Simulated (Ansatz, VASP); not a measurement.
**One calculation of Ru, two programs**

INCAR

```
SYSTEM = Ru
PREC = Accurate ; ENCUT = 520
EDIFF = 1E-6 ; ISMEAR = 0
SIGMA = 0.15 ; LREAL = .FALSE.
LASPH = .TRUE. ; NELM = 60
ALGO = Fast ; ISIF = 2
LWAVE = .FALSE. ; LCHARG = .FALSE.
GGA = PS ; NBANDS = 21
```

File KPOINTS:

```
Automatic mesh
0
G
  24 24 12
  0 0 0
```

Contents of POSCAR:

```
Ru
1.0
    2.7463863242      0.0000000000      0.0000000000
   -1.3731931621      2.3784403254      0.0000000000
    0.0000000000      0.0000000000      4.2819000000
Ru
2
Direct
    0.3333333333      0.6666666667      0.2500000000
    0.6666666667      0.3333333333      0.7500000000
```

Input for Ansatz:

```yaml
crystal:
  lattice:
    - [2.7463863242, 0.0, 0.0]
    - [-1.3731931621, 2.3784403254, 0.0]
    - [0.0, 0.0, 4.2819]
  atoms:
    - { symbol: Ru, position: [0.3333333333, 0.6666666667, 0.25] }
    - { symbol: Ru, position: [0.6666666667, 0.3333333333, 0.75] }
basis:
  ecutwfc: 420
kpoints:
  mp_grid: { grid: [24, 24, 12] }
hamiltonian:
  xc: pbesol
scf:
  occupations: { method: gaussian, width: 0.15 }
output:
  forces: true
  stress: true
  eigenvalues: true
```

Change from the starting cell: strain +0.015 along x and y, +0.000 along z, atoms carried along.

Alike in both runs: task single point; functional PBEsol; k mesh 24 × 24 × 12; occupations gaussian, width 0.15 eV; no spin polarisation.

|  | VASP | Ansatz |
| --- | --- | --- |
| version | VASP 6.6.1 | Ansatz 0.2.0 |
| potentials or method | VASP PAW PBE potentials, release 64 (Ru_pv), cutoff 520 eV | scalar-relativistic, plane waves, PAW |
| valence electrons in the cell | 28 | 32 |

Ansatz gave:

```
gap on the k mesh at the Fermi level (eV)                     : none
pressure (GPa)                                                : -14.8
traceless stress, the component that is largest in VASP (GPa) : 2.63
```

Problem. Estimate VASP's values.

Solution. gap on the k mesh at the Fermi level (eV): none; pressure (GPa): -14.9; traceless stress, the component that is largest in VASP (GPa): 2.64.

VASP's potentials were made for PBE, not for PBEsol. A gap of «none» marks a metal or a gap that the smearing closes. VASP's potentials hold 28 valence electrons a cell and Ansatz's 32, so a difference there can come from the potentials and not from the codes.
